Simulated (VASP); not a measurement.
# B17HN18 (a cell with a defect) in VASP: further runs

B17HN18 (a cell with a defect) is run at these levels: PBE; tasks: single point.

All numbers are computed with VASP 6.6.1; they aren't measurements. Logs are shortened: lines on timing, memory, paths and dates and some standing lists are left out, and cuts for length are marked.

## Step 1: The cell of the first run

The cell holds a defect, 36 atoms: a = 7.465 Å, b = 7.465 Å, c = 6.495 Å, α = 90.00°, β = 90.00°, γ = 120.00°.

## Step 2: Single point, PBE

The input, INCAR:

```
SYSTEM = B17HN18
ALGO = Normal
EDIFF = 1E-7
ENCUT = 520
GGA = PE
ISIF = 2
ISMEAR = 0
LASPH = .TRUE.
LCHARG = .FALSE.
LREAL = Auto
LWAVE = .FALSE.
NBANDS = 95
NELECT = 144.0
NELM = 100
PREC = Accurate
SIGMA = 0.01
```

The input, KPOINTS:

```
Automatic mesh
0
Gamma
  1 1 1
  0.25 0.25 0.25
```

The input, POSCAR:

```
B17HN18
1.0
    7.4650312800      0.0000000000      0.0000000000
   -3.7325156400      6.4649067300      0.0000000000
    0.0000000000      0.0000000000      6.4954828800
B N H
17 18 1
Direct
    0.1107364260      0.2207956300      0.2502189593
    0.2242633297      0.1141900002      0.7495200108
    0.1104132822      0.5535443534      0.2501399060
    0.2288482029      0.4526680604      0.7490794585
    0.1102769257      0.8871087401      0.2501213882
    0.2226935023      0.7802654579      0.7499963083
    0.4442433502      0.2212526642      0.2499627167
    0.5554538898      0.1128320180      0.7499329514
    0.4441677924      0.5535536814      0.2500616372
    0.4440755012      0.8871003222      0.2501340585
    0.5508507856      0.7720947821      0.7492456736
    0.7772673801      0.2207479120      0.2501428459
    0.8888501595      0.1119046055      0.7497685744
    0.7765605073      0.5535143152      0.2501994561
    0.8891570617      0.4517912304      0.7508261820
    0.7770136310      0.8868804775      0.2500846623
    0.8856834056      0.7721454088      0.7506117188
    0.1115108739      0.2243201706      0.7491102981
    0.2211952649      0.1097669132      0.2502703041
    0.1123884656      0.5582100728      0.7502653697
    0.2210581160      0.4430010828      0.2500479975
    0.1123136271      0.8915043565      0.7500476484
    0.2212619950      0.7764683750      0.2501632096
    0.4416180379      0.2156029497      0.7496842456
    0.5545982083      0.1097864933      0.2499679035
    0.4413992767      0.5588820604      0.7481023085
    0.5544919163      0.4429179039      0.2499788437
    0.4455345425      0.8910218545      0.7497370189
    0.5546985788      0.7766368844      0.2501428785
    0.7792234403      0.2239457177      0.7501828253
    0.8879378443      0.1098376035      0.2501341302
    0.7844028041      0.5590246281      0.7516996167
    0.8879543432      0.4430361978      0.2503760093
    0.7781928947      0.8901401735      0.7499592887
    0.8879754019      0.7765869042      0.2499932137
    0.5294755154      0.3824925589      0.7500903820
```

Potentials or basis: VASP PAW PBE potentials, release 64 (B, N, H).

Run with:

```
cat potpaw_PBE.64/B/POTCAR potpaw_PBE.64/N/POTCAR potpaw_PBE.64/H/POTCAR > POTCAR
mpirun -np 1 vasp_std > vasp.out
```

OUTCAR:

```text
SYSTEM = B17HN18
   EDIFF = 1E-7
   ENCUT = 520
   GGA = PE
   ISIF = 2
   ISMEAR = 0
   LASPH = .TRUE.
   LREAL = Auto
   NELECT = 144.0
   NELM = 100
   PREC = Accurate

 ion  position               nearest neighbor table
   1  0.111  0.221  0.250-  19 1.43  21 1.44  31 1.44
   2  0.224  0.114  0.750-  24 1.41  22 1.44  18 1.44
   3  0.110  0.554  0.250-  21 1.43  33 1.44  23 1.44
   4  0.229  0.453  0.749-  26 1.37  20 1.44  18 1.48
   5  0.110  0.887  0.250-  23 1.43  35 1.44  19 1.44
   6  0.223  0.780  0.750-  22 1.43  20 1.44  28 1.44
[... 17 lines left out ...]
  24  0.442  0.216  0.750-  36 1.08   8 1.40   2 1.41
  25  0.555  0.110  0.250-   7 1.43  12 1.44  10 1.44
  26  0.441  0.559  0.748-   4 1.37  11 1.38
  27  0.554  0.443  0.250-   9 1.43   7 1.43  14 1.44
  28  0.446  0.891  0.750-   8 1.43   6 1.44  11 1.45
  29  0.555  0.777  0.250-  10 1.43  16 1.44   9 1.44
  30  0.779  0.224  0.750-  13 1.43   8 1.45  15 1.47
  31  0.888  0.110  0.250-  12 1.43   1 1.44  16 1.44
  32  0.784  0.559  0.752-  15 1.37  17 1.38
  33  0.888  0.443  0.250-  14 1.43  12 1.44   3 1.44
  34  0.778  0.890  0.750-  13 1.43  17 1.46  11 1.47
  35  0.888  0.777  0.250-  16 1.43   5 1.44  14 1.44
  36  0.529  0.382  0.750-  24 1.08

  LATTYP: Found a hexagonal cell.
 ALAT       =     7.4650312800
 C/A-ratio  =     0.8701213212

  Lattice vectors:

 A1 = (   7.4650312800,   0.0000000000,   0.0000000000)
 A2 = (  -3.7325156400,   6.4649067300,   0.0000000000)
 A3 = (   0.0000000000,   0.0000000000,   6.4954828800)

Analysis of symmetry for initial positions (statically):
=====================================================================
 Subroutine PRICEL returns:
 Original cell was already a primitive cell.

 Routine SETGRP: Setting up the symmetry group for a
 hexagonal supercell.

 Subroutine GETGRP returns: Found  1 space group operations
 (whereof  1 operations were pure point group operations)
 out of a pool of 24 trial point group operations.

The static configuration has the point symmetry C_1 .

Analysis of symmetry for dynamics (positions and initial velocities):
=====================================================================
 Subroutine PRICEL returns:
 Original cell was already a primitive cell.

 Routine SETGRP: Setting up the symmetry group for a
 hexagonal supercell.

 Subroutine GETGRP returns: Found  1 space group operations
 (whereof  1 operations were pure point group operations)
 out of a pool of 24 trial point group operations.

The dynamic configuration has the point symmetry C_1 .

 Subroutine INISYM returns: Found  1 space group operations
 (whereof  1 operations are pure point group operations),
 and found     1 'primitive' translations

----------------------------------------------------------------------------------------

                                     Primitive cell

  volume of cell :     313.4768

  direct lattice vectors                    reciprocal lattice vectors
     7.465031280  0.000000000  0.000000000     0.133957912  0.077340636  0.000000000
    -3.732515640  6.464906730  0.000000000     0.000000000  0.154681273  0.000000000
     0.000000000  0.000000000  6.495482880     0.000000000  0.000000000  0.153953142

  length of vectors
     7.465031280  7.465031281  6.495482880     0.154681273  0.154681273  0.153953142

  position of ions in fractional coordinates (direct lattice)
     0.110736426  0.220795630  0.250218959
     0.224263330  0.114190000  0.749520011
     0.110413282  0.553544353  0.250139906
     0.228848203  0.452668060  0.749079458
     0.110276926  0.887108740  0.250121388
     0.222693502  0.780265458  0.749996308
[... 28 lines left out ...]
     0.887975402  0.776586904  0.249993214
     0.529475515  0.382492559  0.750090382

  ion indices of the primitive-cell ions
   primitive index   ion index
                 1           1
                 2           2
                 3           3
                 4           4
                 5           5
                 6           6
[... 28 lines left out ...]
                35          35
                36          36

----------------------------------------------------------------------------------------

 KPOINTS: Automatic mesh

Automatic generation of k-mesh.
 Grid dimensions read from file:
 generate k-points for:    1    1    1

 Generating k-lattice:

  Cartesian coordinates                     Fractional coordinates (reciprocal lattice)
     0.133957912  0.077340636  0.000000000     1.000000000  0.000000000  0.000000000
     0.000000000  0.154681273  0.000000000     0.000000000  1.000000000  0.000000000
     0.000000000  0.000000000  0.153953142     0.000000000  0.000000000  1.000000000

  Length of vectors
     0.154681273  0.154681273  0.153953142

  Shift w.r.t. Gamma in fractional coordinates (k-lattice)
     0.250000000  0.250000000  0.250000000

 Subroutine IBZKPT returns following result:
 ===========================================

 Found      6 irreducible k-points:

 Following reciprocal coordinates:
            Coordinates               Weight
  0.250000  0.250000  0.250000      2.000000
 -0.250000  0.500000  0.250000      2.000000
  0.500000  0.250000  0.250000      2.000000
 -0.250000 -0.250000  0.250000      2.000000
  0.250000  0.500000  0.250000      2.000000
  0.500000 -0.250000  0.250000      2.000000
   k-points           NKPTS =      6   k-points in BZ     NKDIM =      6   number of bands    NBANDS=     95
   number of dos      NEDOS =    301   number of ions     NIONS =     36
   total plane-waves  NPLWV = 150528
   dimension x,y,z NGX =    56 NGY =   56 NGZ =   48
   dimension x,y,z NGXF=   112 NGYF=  112 NGZF=   96
   ions per type =              17  18   1
   NGX,Y,Z   is equivalent  to a cutoff of  12.47, 12.47, 12.29 a.u.
   NGXF,Y,Z  is equivalent  to a cutoff of  24.94, 24.94, 24.57 a.u.
 SYSTEM =  B17HN18
   PREC   = accura    normal or accurate (medium, high low for compatibility)
   ISTART =      0    job   : 0-new  1-cont  2-samecut
   ICHARG =      2    charge: 1-file 2-atom 10-const
   ISPIN  =      1    spin polarized calculation?
   LNONCOLLINEAR =      F non collinear calculations
   LSORBIT =      F    spin-orbit coupling
   LASPH  =      T    aspherical Exc in radial PAW
   ENCUT  =  520.0 eV  38.22 Ry    6.18 a.u.  13.88 13.88 12.08*2*pi/ulx,y,z
   NELM   =    100;   NELMIN=  2; NELMDL= -5     # of ELM steps
   EDIFF  = 0.1E-06   stopping-criterion for ELM
   LREAL  =      T    real-space projection
   EDIFFG = 0.1E-05   stopping-criterion for IOM
   NSW    =      0    number of steps for IOM
   IBRION =     -1    ionic relax: 0-MD 1-quasi-New 2-CG
   NFREE  =      0    steps in history (QN), initial steepest desc. (CG)
   ISIF   =      2    stress and relaxation
   ISYM   =      2    0-nonsym 1-usesym 2-fastsym
   POTIM  = 0.5000    time-step for ionic-motion
   TEBEG  =    0.0;   TEEND  =   0.0 temperature during run
   PSTRESS=    0.0 pullay stress
   NELECT =     144.0000    total number of electrons
   NUPDOWN=      -1.0000    fix difference up-down
   EMIN   =  10.00;   EMAX   =-10.00  energy-range for DOS
   EFERMI =   0.00;   METHOD = LEGACY
   ISMEAR =     0;   SIGMA  =   0.01  broadening in eV -4-tet -1-fermi 0-gaus
   EFERMI_NEDOS =   21; number of points for ismear=-14 and -15
   IALGO  =     38    algorithm
   IMIX   =      4    mixing-type and parameters
     AMIX     =   0.40;   BMIX     =  1.00
     AMIX_MAG =   1.60;   BMIX_MAG =  1.00
  volume/ion in A,a.u.               =       8.71        58.76
  Fermi-wavevector in a.u.,A,eV,Ry     =   1.263166  2.387038 21.709310  1.595589
  Thomas-Fermi vector in A             =   2.396537
   LORBIT       =      0    0 simple, 1 ext, 2 COOP (PROOUT), +10 PAW based schemes
   GGA     = PE    functional components
   LHFCALC =     F    Hartree Fock is set to
   AEXX    =    0.0000 exact exchange contribution
   IVDW    =     0    specifies the selected vdW correction
   LEPSILON=     F    determine dielectric tensor
   LRPA    =     F    only Hartree local field effects (RPA)
 non-spin polarized calculation
 Gauss-broadening in eV      SIGMA  =   0.01
  energy-cutoff  :      520.00
  volume of cell :      313.48
 maximum number of plane-waves:      8452
   NGX = 27   NGY = 27   NGZ = 25

 number of electron     143.9999999 magnetization

 Free energy of the ion-electron system (eV)
  ---------------------------------------------------
  ext. energy  EPLUGINS =         0.00000000
  ---------------------------------------------------
  free energy    TOTEN  =      -298.77237386 eV

  energy without entropy =     -298.77237386  energy(sigma->0) =     -298.77237386

 E-fermi :   4.8034     XC(G=0): -10.2749

 val. band max:        4.7314413653   @ k =  -0.2500   0.5000   0.2500
 cond. band min:       6.3829783003   @ k =  -0.2500  -0.2500   0.2500
 fundamental gap:      1.6515369349
 Fermi energy:         4.8033678343

 k-point     1 :       0.2500    0.2500    0.2500
  band No.  band energies     occupation
      1     -15.9769      2.00000
      2     -15.4780      2.00000
      3     -15.4300      2.00000
      4     -14.1646      2.00000
      5     -14.0826      2.00000
      6     -14.0600      2.00000
[... 76 lines left out ...]
     83       9.4131      0.00000
     84       9.5315      0.00000

 k-point     2 :      -0.2500    0.5000    0.2500
  band No.  band energies     occupation
      1     -15.9780      2.00000
      2     -15.4768      2.00000
      3     -15.4307      2.00000
      4     -14.1707      2.00000
      5     -14.0779      2.00000
      6     -14.0565      2.00000
[... 76 lines left out ...]
     83       9.4295      0.00000
     84       9.5358      0.00000

 k-point     3 :       0.5000    0.2500    0.2500
  band No.  band energies     occupation
      1     -15.9774      2.00000
      2     -15.4844      2.00000
      3     -15.4235      2.00000
      4     -14.1361      2.00000
      5     -14.0799      2.00000
      6     -14.0516      2.00000
[... 76 lines left out ...]
     83       9.5010      0.00000
     84       9.5320      0.00000

 k-point     4 :      -0.2500   -0.2500    0.2500
  band No.  band energies     occupation
      1     -15.9769      2.00000
      2     -15.4780      2.00000
      3     -15.4300      2.00000
      4     -14.1647      2.00000
      5     -14.0826      2.00000
      6     -14.0600      2.00000
[... 76 lines left out ...]
     83       9.4125      0.00000
     84       9.5311      0.00000

 k-point     5 :       0.2500    0.5000    0.2500
  band No.  band energies     occupation
      1     -15.9780      2.00000
      2     -15.4768      2.00000
      3     -15.4307      2.00000
      4     -14.1707      2.00000
      5     -14.0779      2.00000
      6     -14.0565      2.00000
[... 76 lines left out ...]
     83       9.4293      0.00000
     84       9.5352      0.00000

 k-point     6 :       0.5000   -0.2500    0.2500
  band No.  band energies     occupation
      1     -15.9775      2.00000
      2     -15.4844      2.00000
      3     -15.4235      2.00000
      4     -14.1361      2.00000
      5     -14.0799      2.00000
      6     -14.0517      2.00000
[... 76 lines left out ...]
     83       9.5001      0.00000
     84       9.5339      0.00000
 [bands above 84 left out]

------------------------ aborting loop because EDIFF is reached ----------------------------------------

  FORCE on cell =-STRESS in cart. coord.  units (eV):
  Direction    XX          YY          ZZ          XY          YZ          ZX
  --------------------------------------------------------------------------------------
  -------------------------------------------------------------------------------------
  Total       45.7696944     40.6374190     20.0325755     -1.4537555      0.0019345     -0.0078551
  in kB      233.9285654    207.6975441    102.3863436     -7.4301337      0.0098874     -0.0401473
  external PRESSURE =     181.3374843 kB  Pullay stress =       0.0000000 kB

 VOLUME and BASIS-vectors are now :
 -----------------------------------------------------------------------------
  energy-cutoff  :      520.00
  volume of cell :      313.48
      direct lattice vectors                 reciprocal lattice vectors
     7.465031280  0.000000000  0.000000000     0.133957912  0.077340636  0.000000000
    -3.732515640  6.464906730  0.000000000     0.000000000  0.154681273  0.000000000
     0.000000000  0.000000000  6.495482880     0.000000000  0.000000000  0.153953142

 POSITION                                       TOTAL-FORCE (eV/Angst)
 -----------------------------------------------------------------------------------
      0.00253      1.42742      1.62529        -0.187044      0.096251     -0.000432
      1.24792      0.73823      4.86849         0.128899     -0.160368      0.001261
     -1.24187      3.57861      1.62478        -0.205527      0.115069      0.004071
      0.01877      2.92646      4.86563         0.263570     -0.187382      0.000309
     -2.48793      5.73508      1.62466        -0.193989      0.113210      0.002169
     -1.24994      5.04434      4.87159         0.166785     -0.085452      0.004468
[... 28 lines left out ...]
      3.73014      5.02056      1.62383         0.185639     -0.107342      0.012783
      2.52489      2.47278      4.87220        -0.078323     -0.059269     -0.010171
 -----------------------------------------------------------------------------------
    total drift:                               -0.005049      0.000703     -0.000113

  FREE ENERGIE OF THE ION-ELECTRON SYSTEM (eV)
  ---------------------------------------------------
  free  energy   TOTEN  =      -298.7723738593 eV

  energy  without entropy=     -298.7723738593  energy(sigma->0) =     -298.77237386
```

Wall time 5.4 min (1 thread of Intel Xeon Platinum 8488C (Sapphire Rapids), shared host); peak memory 0.42 GiB.

What came out:

```
Free energy   : -298.7724 eV
Largest force : 0.339 eV/Å
```

Forces on the atoms (eV/Å):
```
B   -0.187  0.096  0.000
B    0.129 -0.160  0.001
B   -0.206  0.115  0.004
B    0.264 -0.187  0.000
B   -0.194  0.113  0.002
B    0.167 -0.085  0.004
B   -0.197  0.108  0.011
B    0.099 -0.083  0.003
B   -0.184  0.105  0.016
B   -0.195  0.122 -0.002
B    0.306 -0.145  0.004
B   -0.198  0.116  0.001
B    0.178 -0.085  0.000
B   -0.195  0.117 -0.019
B    0.120 -0.050 -0.002
B   -0.173  0.115 -0.001
B    0.243 -0.003 -0.002
N   -0.141  0.105  0.008
N    0.192 -0.110 -0.012
N   -0.210  0.135 -0.004
N    0.201 -0.101 -0.008
N   -0.226  0.125 -0.005
N    0.193 -0.114 -0.003
N   -0.073  0.125  0.008
N    0.200 -0.120  0.001
N   -0.131  0.103 -0.015
N    0.186 -0.108  0.000
N   -0.230  0.107  0.002
N    0.180 -0.120 -0.010
N   -0.121  0.084  0.003
N    0.189 -0.113 -0.001
N   -0.107  0.029  0.017
N    0.202 -0.119  0.000
N   -0.189  0.048 -0.002
N    0.186 -0.107  0.013
H   -0.078 -0.059 -0.010
```

Levels at points of the mesh, in eV from the Fermi level:
| k point | band 68 | band 69 | band 70 | band 71 | band 72 | band 73 | band 74 | band 75 | band 76 | band 77 |
| --- | --- | --- | --- | --- | --- | --- | --- | --- | --- | --- |
| (0.25, 0.25, 0.25) | -2.38 | -1.82 | -1.58 | -1.54 | -0.07 | 1.58 | 1.71 | 1.80 | 2.56 | 3.29 |

Caveat: the cell carries a net charge on a neutralising background, which shifts energy and pressure; the cell is charged against a uniform background, so pressure and absolute levels hang on convention.

(Part 1 of 2 ends here.)
